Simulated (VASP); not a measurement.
# SiNi (Pmmn) in VASP: further runs

Runs on SiNi. Level: PBE. Tasks: single point.

All numbers are computed with VASP 6.6.1; they aren't measurements. Logs are shortened: lines on timing, memory, paths and dates and some standing lists are left out, and cuts for length are marked.

## 1. The cell of the first run

Symmetry: Pmmn, No. 59, orthorhombic system. Conventional cell: a = 3.027 Å, b = 3.273 Å, c = 4.698 Å, α = 90.00°, β = 90.00°, γ = 90.00°. Within 3.1 Å of Si (site symmetry mm2) lie 6 Ni at 2.34 to 2.40 Å and 6 Si at 2.68 to 3.03 Å. Within 3.1 Å of Ni (site symmetry mm2) lie 6 Si at 2.34 to 2.40 Å and 6 Ni at 2.67 to 3.03 Å.

## 2. Single point, PBE

INCAR reads:

```
PREC = Accurate
ENCUT = 690
EDIFF = 1E-6
ISMEAR = 0
SIGMA = 0.1
LREAL = F
LASPH = T
NELM = 120
ALGO = Normal
ISIF = 2
LWAVE = F
LCHARG = F
GGA = PE
NBANDS = 30
GGA_COMPAT = F
```

KPOINTS reads:

```
Automatic mesh
0
Gamma
  6 6 4
```

POSCAR reads:

```
SiNi
1.0
    3.0266200000      0.0000000000      0.0000000000
    0.0000000000      3.2735000000      0.0000000000
    0.0000000000      0.0000000000      4.6977600000
Si Ni
2 2
Direct
    0.5000000000      0.5000000000      0.8423000000
    0.0000000000      0.0000000000      0.1577000000
    0.5000000000      0.5000000000      0.3442200000
    0.0000000000      0.0000000000      0.6557800000
```

Potentials or basis: VASP PAW PBE potentials, release 64 (Si, Ni_sv_GW).

Run with:

```
> cat potpaw_PBE.64/Si/POTCAR potpaw_PBE.64/Ni_sv_GW/POTCAR > POTCAR
> mpirun -np 1 vasp_std > vasp.out
```

OUTCAR:

```text
PREC = Accurate
   ENCUT = 690
   EDIFF = 1E-6
   ISMEAR = 0
   LREAL = F
   LASPH = T
   NELM = 120
   ISIF = 2
   GGA = PE

 ion  position               nearest neighbor table
   1  0.500  0.500  0.842-   3 2.34   3 2.36   4 2.40   4 2.40   4 2.40   4 2.40   2 2.68   2 2.68
                             2 2.68   2 2.68
   2  0.000  0.000  0.158-   4 2.34   4 2.36   3 2.40   3 2.40   3 2.40   3 2.40   1 2.68   1 2.68
                             1 2.68   1 2.68
   3  0.500  0.500  0.344-   1 2.34   1 2.36   2 2.40   2 2.40   2 2.40   2 2.40
   4  0.000  0.000  0.656-   2 2.34   2 2.36   1 2.40   1 2.40   1 2.40   1 2.40

  LATTYP: Found a simple orthorhombic cell.
 ALAT       =     3.0266200000
 B/A-ratio  =     1.0815695396
 C/A-ratio  =     1.5521472798

  Lattice vectors:

 A1 = (   3.0266200000,   0.0000000000,   0.0000000000)
 A2 = (   0.0000000000,   3.2735000000,   0.0000000000)
 A3 = (   0.0000000000,   0.0000000000,   4.6977600000)

Analysis of symmetry for initial positions (statically):
=====================================================================
 Subroutine PRICEL returns:
 Original cell was already a primitive cell.

 Routine SETGRP: Setting up the symmetry group for a
 simple orthorhombic supercell.

 Subroutine GETGRP returns: Found  8 space group operations
 (whereof  4 operations were pure point group operations)
 out of a pool of  8 trial point group operations.

The static configuration has the point symmetry C_2v.
 The point group associated with its full space group is D_2h.

Analysis of symmetry for dynamics (positions and initial velocities):
=====================================================================
 Subroutine PRICEL returns:
 Original cell was already a primitive cell.

 Routine SETGRP: Setting up the symmetry group for a
 simple orthorhombic supercell.

 Subroutine GETGRP returns: Found  8 space group operations
 (whereof  4 operations were pure point group operations)
 out of a pool of  8 trial point group operations.

The dynamic configuration has the point symmetry C_2v.
 The point group associated with its full space group is D_2h.

 Subroutine INISYM returns: Found  8 space group operations
 (whereof  4 operations are pure point group operations),
 and found     1 'primitive' translations

----------------------------------------------------------------------------------------

                                     Primitive cell

  volume of cell :      46.5437

[... 88 lines left out ...]
   LSORBIT =      F    spin-orbit coupling
   LASPH  =      T    aspherical Exc in radial PAW
   ENCUT  =  690.0 eV  50.71 Ry    7.12 a.u.   6.48  7.01 10.06*2*pi/ulx,y,z
   NELM   =    120;   NELMIN=  2; NELMDL= -5     # of ELM steps
   EDIFF  = 0.1E-05   stopping-criterion for ELM
   LREAL  =      F    real-space projection
   EDIFFG = 0.1E-04   stopping-criterion for IOM
   NSW    =      0    number of steps for IOM
   IBRION =     -1    ionic relax: 0-MD 1-quasi-New 2-CG
   NFREE  =      0    steps in history (QN), initial steepest desc. (CG)
   ISIF   =      2    stress and relaxation
   ISYM   =      2    0-nonsym 1-usesym 2-fastsym
   POTIM  = 0.5000    time-step for ionic-motion
   TEBEG  =    0.0;   TEEND  =   0.0 temperature during run
   PSTRESS=    0.0 pullay stress
   NELECT =      44.0000    total number of electrons
   NUPDOWN=      -1.0000    fix difference up-down
   EMIN   =  10.00;   EMAX   =-10.00  energy-range for DOS
   EFERMI =   0.00;   METHOD = LEGACY
   ISMEAR =     0;   SIGMA  =   0.10  broadening in eV -4-tet -1-fermi 0-gaus
   EFERMI_NEDOS =   21; number of points for ismear=-14 and -15
   IALGO  =     38    algorithm
   IMIX   =      4    mixing-type and parameters
     AMIX     =   0.40;   BMIX     =  1.00
     AMIX_MAG =   1.60;   BMIX_MAG =  1.00
  volume/ion in A,a.u.               =      11.64        78.52
  Fermi-wavevector in a.u.,A,eV,Ry     =   1.606714  3.036250 35.123866  2.581531
  Thomas-Fermi vector in A             =   2.702858
   LORBIT       =      0    0 simple, 1 ext, 2 COOP (PROOUT), +10 PAW based schemes
   GGA     = PE    functional components
   LHFCALC =     F    Hartree Fock is set to
   AEXX    =    0.0000 exact exchange contribution
   IVDW    =     0    specifies the selected vdW correction
   LEPSILON=     F    determine dielectric tensor
   LRPA    =     F    only Hartree local field effects (RPA)
 non-spin polarized calculation
 Gauss-broadening in eV      SIGMA  =   0.10
  energy-cutoff  :      690.00
  volume of cell :       46.54
 maximum number of plane-waves:      1938
 NGX is ok and might be reduce to    28
   NGX = 13   NGY = 15   NGZ = 21

 number of electron      43.9999994 magnetization

 Free energy of the ion-electron system (eV)
  ---------------------------------------------------
  ext. energy  EPLUGINS =         0.00000000
  ---------------------------------------------------
  free energy    TOTEN  =       -25.50216031 eV

  energy without entropy =      -25.49644524  energy(sigma->0) =      -25.49930277

 E-fermi :  10.4733     XC(G=0): -12.7443

 val. band max:       10.4614803673   @ k =   0.5000   0.3333   0.5000
 cond. band min:      10.4771781263   @ k =   0.3333   0.3333   0.0000
 fundamental gap:      0.0156977590
 Fermi energy:        10.4733188774

 k-point     1 :       0.0000    0.0000    0.0000
  band No.  band energies     occupation
      1     -93.4173      2.00000
      2     -93.4083      2.00000
      3     -53.9366      2.00000
      4     -53.9110      2.00000
      5     -53.8105      2.00000
      6     -53.7754      2.00000
[... 781 lines left out ...]
     29      19.2683      0.00000
     30      19.2683      0.00000

 [... further k-points ...]
[... 5 lines left out ...]
  --------------------------------------------------------------------------------------
  -------------------------------------------------------------------------------------
  Total        0.1872054     -0.3600860      0.1357940      0.0000000      0.0000000      0.0000000
  in kB        6.4441823    -12.3952646      4.6744455      0.0000000      0.0000000      0.0000000
  external PRESSURE =      -0.4255456 kB  Pullay stress =       0.0000000 kB

 VOLUME and BASIS-vectors are now :
 -----------------------------------------------------------------------------
  energy-cutoff  :      690.00
  volume of cell :       46.54
      direct lattice vectors                 reciprocal lattice vectors
     3.026620000  0.000000000  0.000000000     0.330401570  0.000000000  0.000000000
     0.000000000  3.273500000  0.000000000     0.000000000  0.305483428  0.000000000
     0.000000000  0.000000000  4.697760000     0.000000000  0.000000000  0.212867409

 POSITION                                       TOTAL-FORCE (eV/Angst)
 -----------------------------------------------------------------------------------
      1.51331      1.63675      3.95692         0.000000      0.000000      0.132975
      0.00000      0.00000      0.74084         0.000000      0.000000     -0.132975
      1.51331      1.63675      1.61706         0.000000      0.000000     -0.136038
      0.00000      0.00000      3.08070         0.000000      0.000000      0.136038
 -----------------------------------------------------------------------------------
    total drift:                                0.000000      0.000000     -0.000000

  FREE ENERGIE OF THE ION-ELECTRON SYSTEM (eV)
  ---------------------------------------------------
  free  energy   TOTEN  =       -25.5021603066 eV

  energy  without entropy=      -25.4964452376  energy(sigma->0) =      -25.49930277
```

Wall time 71 s (1 thread of AMD EPYC 9R45 (Zen 5), shared host); peak memory 0.22 GiB.

Results:

| Item | Value |
| --- | --- |
| Free energy | -25.5022 eV |
| Pressure | 0.0 GPa |
| Largest force | 0.136 eV/Å |
| Band gap on the k mesh | zero (bands 22 and 23 overlap by 2.25 eV) |

Forces on the atoms (eV/Å):
```
Si   0.000  0.000  0.133
Si   0.000  0.000 -0.133
Ni   0.000  0.000 -0.136
Ni   0.000  0.000  0.136
```

## 3. Single point, PBE

INCAR reads:

```
  ALGO = Normal
  EDIFF = 1E-6
  ENCUT = 690
  GGA = PE
  GGA_COMPAT = F
  ISIF = 2
  ISMEAR = 0
  LASPH = T
  LCHARG = T
  LELF = T
  LREAL = F
  LVHAR = T
  LWAVE = F
  NBANDS = 30
  NELM = 120
  PREC = Accurate
  SIGMA = 0.1
```

KPOINTS reads:

```
k-points
0
Gamma
  8 6 6
```

POSCAR is that of step 2.

Potentials or basis: VASP PAW PBE potentials, release 64 (Si, Ni_sv_GW).

Run with:

```
> cat potpaw_PBE.64/Si/POTCAR potpaw_PBE.64/Ni_sv_GW/POTCAR > POTCAR
> mpirun -np 1 vasp_std > vasp.out
```

OUTCAR:

```text
EDIFF = 1E-6
   ENCUT = 690
   GGA = PE
   ISIF = 2
   ISMEAR = 0
   LASPH = T
   LREAL = F
   NELM = 120
   PREC = Accurate

 ion  position               nearest neighbor table
   1  0.500  0.500  0.842-   3 2.34   3 2.36   4 2.40   4 2.40   4 2.40   4 2.40   2 2.68   2 2.68
                             2 2.68   2 2.68
   2  0.000  0.000  0.158-   4 2.34   4 2.36   3 2.40   3 2.40   3 2.40   3 2.40   1 2.68   1 2.68
                             1 2.68   1 2.68
   3  0.500  0.500  0.344-   1 2.34   1 2.36   2 2.40   2 2.40   2 2.40   2 2.40
   4  0.000  0.000  0.656-   2 2.34   2 2.36   1 2.40   1 2.40   1 2.40   1 2.40

  LATTYP: Found a simple orthorhombic cell.
 ALAT       =     3.0266200000
 B/A-ratio  =     1.0815695396
 C/A-ratio  =     1.5521472798

  Lattice vectors:

 A1 = (   3.0266200000,   0.0000000000,   0.0000000000)
 A2 = (   0.0000000000,   3.2735000000,   0.0000000000)
 A3 = (   0.0000000000,   0.0000000000,   4.6977600000)

[... 177 lines left out ...]
  free energy    TOTEN  =       -25.49986475 eV

  energy without entropy =      -25.49244733  energy(sigma->0) =      -25.49615604

 E-fermi :  10.5997     XC(G=0): -12.7430

 val. band max:       10.5271576426   @ k =   0.2500   0.3333   0.0000
 cond. band min:      10.6016767238   @ k =   0.3750   0.3333   0.0000
 fundamental gap:      0.0745190812
 Fermi energy:        10.5996972685

 k-point     1 :       0.0000    0.0000    0.0000
  band No.  band energies     occupation
      1     -93.3893      2.00000
      2     -93.3803      2.00000
      3     -53.9067      2.00000
      4     -53.8811      2.00000
      5     -53.7861      2.00000
      6     -53.7509      2.00000
[... 781 lines left out ...]
     29      18.3221      0.00000
     30      19.6073      0.00000

 [... further k-points ...]

------------------------ aborting loop because EDIFF is reached ----------------------------------------

  FORCE on cell =-STRESS in cart. coord.  units (eV):
  Direction    XX          YY          ZZ          XY          YZ          ZX
  --------------------------------------------------------------------------------------
  -------------------------------------------------------------------------------------
  Total        0.2191979      0.1804453      0.2149768      0.0000000      0.0000000      0.0000000
  in kB        7.5454643      6.2114796      7.4001588      0.0000000      0.0000000      0.0000000
  external PRESSURE =       7.0523675 kB  Pullay stress =       0.0000000 kB

 VOLUME and BASIS-vectors are now :
 -----------------------------------------------------------------------------
  energy-cutoff  :      690.00
  volume of cell :       46.54
      direct lattice vectors                 reciprocal lattice vectors
     3.026620000  0.000000000  0.000000000     0.330401570  0.000000000  0.000000000
     0.000000000  3.273500000  0.000000000     0.000000000  0.305483428  0.000000000
     0.000000000  0.000000000  4.697760000     0.000000000  0.000000000  0.212867409

 POSITION                                       TOTAL-FORCE (eV/Angst)
 -----------------------------------------------------------------------------------
      1.51331      1.63675      3.95692         0.000000      0.000000      0.165710
      0.00000      0.00000      0.74084         0.000000      0.000000     -0.165710
      1.51331      1.63675      1.61706         0.000000      0.000000     -0.105057
      0.00000      0.00000      3.08070         0.000000      0.000000      0.105057
 -----------------------------------------------------------------------------------
    total drift:                                0.000000      0.000000     -0.000000

  FREE ENERGIE OF THE ION-ELECTRON SYSTEM (eV)
  ---------------------------------------------------
  free  energy   TOTEN  =       -25.4998647487 eV

  energy  without entropy=      -25.4924473286  energy(sigma->0) =      -25.49615604
```

OSZICAR:

```text
N       E                     dE             d eps       ncg     rms          rms(c)
DAV:   1     0.712969533761E+03    0.71297E+03   -0.28608E+04  7662   0.536E+03
DAV:   2     0.341741538793E+02   -0.67880E+03   -0.65207E+03  8672   0.143E+03
DAV:   3    -0.349209840575E+02   -0.69095E+02   -0.67503E+02  9592   0.500E+02
DAV:   4    -0.378563931114E+02   -0.29354E+01   -0.29273E+01  9236   0.750E+01
DAV:   5    -0.379383417309E+02   -0.81949E-01   -0.81883E-01  8584   0.104E+01    0.352E+01
DAV:   6    -0.608080376599E+02   -0.22870E+02   -0.27615E+02  8060   0.998E+02    0.440E+01
DAV:   7    -0.259934591883E+02    0.34815E+02   -0.10050E+02  7594   0.601E+02    0.101E+01
DAV:   8    -0.255331997754E+02    0.46026E+00   -0.59464E+00  9576   0.832E+01    0.285E+00
DAV:   9    -0.255048862701E+02    0.28314E-01   -0.20047E-01  9536   0.792E+00    0.112E+00
DAV:  10    -0.255010163814E+02    0.38699E-02   -0.15136E-02  9416   0.423E+00    0.513E-01
DAV:  11    -0.254998696379E+02    0.11467E-02   -0.42471E-03  9484   0.329E+00    0.191E-01
DAV:  12    -0.254998768736E+02   -0.72357E-05   -0.21167E-04  8608   0.156E-01    0.112E-01
DAV:  13    -0.254998663788E+02    0.10495E-04   -0.32107E-05  7332   0.352E-01    0.150E-02
DAV:  14    -0.254998650282E+02    0.13506E-05   -0.31072E-06  3964   0.861E-02    0.894E-03
DAV:  15    -0.254998647487E+02    0.27954E-06   -0.92772E-07  3708   0.508E-02
   1 F= -.25499865E+02 E0= -.25496156E+02  d E =-.741742E-02
```

It took 2.8 min on 1 thread of Intel Xeon Platinum 8259CL at 2.50GHz (Skylake/Cascade Lake), shared host; peak memory 0.31 GiB.

Results:

```yaml
Free_energy: -25.4999 eV
Pressure: 0.7 GPa
Largest_force: 0.166 eV/Å
Band_gap_on_the_k_mesh: zero (bands 22 and 23 overlap by 2.29 eV)
```

Forces on the atoms (eV/Å):
```
Si   0.000  0.000  0.166
Si   0.000  0.000 -0.166
Ni   0.000  0.000 -0.105
Ni   0.000  0.000  0.105
```

## 4. Single point, PBE

INCAR reads:

```
SYSTEM = SiNi
ALGO = Normal
EDIFF = 1E-6
ENCUT = 690
GGA = PE
GGA_COMPAT = .False.
ISIF = 2
ISMEAR = 0
LASPH = .True.
LCHARG = .True.
LELF = .True.
LREAL = .False.
LVHAR = .True.
LWAVE = .False.
NBANDS = 30
NELM = 120
PREC = Accurate
SIGMA = 0.1
```

KPOINTS reads:

```
k-points
0
Gamma
  10 10 6
  0 0 0
```

POSCAR is that of step 3.

Run with:

```
> cat potpaw_PBE.64/Si/POTCAR potpaw_PBE.64/Ni_sv_GW/POTCAR > POTCAR
> mpirun -np 1 vasp_std > vasp.out
```

Wall time 5.4 min (1 thread of Intel Xeon Platinum 8259CL at 2.50GHz (Skylake/Cascade Lake), shared host); peak memory 0.42 GiB.

It converged, with:

* Free energy: -25.5028 eV
* Pressure: 0.6 GPa
* Largest force: 0.131 eV/Å
* Band gap on the k mesh: zero (bands 22 and 23 overlap by 2.25 eV)

Forces on the atoms (eV/Å):
```
Si   0.000  0.000  0.067
Si   0.000  0.000 -0.067
Ni   0.000  0.000 -0.131
Ni   0.000  0.000  0.131
```

Stress tensor (GPa, compression positive):
```
0.38 0.00 0.00
0.00 1.01 0.00
0.00 0.00 0.54
```

Levels at points of the mesh, in eV from the Fermi level:
```tsv
k point	band 20	band 21	band 22	band 23	band 24	band 25
(0.00, 0.00, 0.00)	-1.96	-1.95	-1.11	0.72	2.92	5.06
(0.50, 0.00, 0.00)	-2.48	-1.65	-1.65	1.63	1.63	3.48
(0.00, 0.50, 0.00)	-2.23	-2.07	-2.07	1.21	1.21	4.54
(0.50, 0.50, 0.00)	-1.99	-1.64	-1.64	1.47	1.47	1.99
(0.00, 0.00, 0.50)	-2.01	1.25	1.87	2.16	2.50	2.54
(0.50, 0.00, 0.50)	-2.13	-1.47	-1.47	3.73	3.73	5.27
(0.00, 0.50, 0.50)	-1.99	-1.92	-1.92	4.95	4.95	5.25
(0.50, 0.50, 0.50)	-2.01	-1.59	-1.59	-0.38	-0.38	0.93
```

## 5. The runs side by side

```csv
k mesh,gap on the mesh (eV),pressure (GPa),largest force (eV/Å)
6 × 6 × 4,none,0.0,0.14
8 × 6 × 6,none,0.7,0.17
10 × 10 × 6,none,0.6,0.13
```

Alike in all rows: task single point; level PBE; potentials or basis VASP PAW PBE potentials, release 64 (Si, Ni_sv_GW); no spin polarisation; cell as given; cutoff (eV) 690; smearing gaussian 0.1 eV.

Absolute energies hang on the potentials; compare differences alone.

The gap in the log of VASP goes by the Fermi energy; the results here count the filled bands.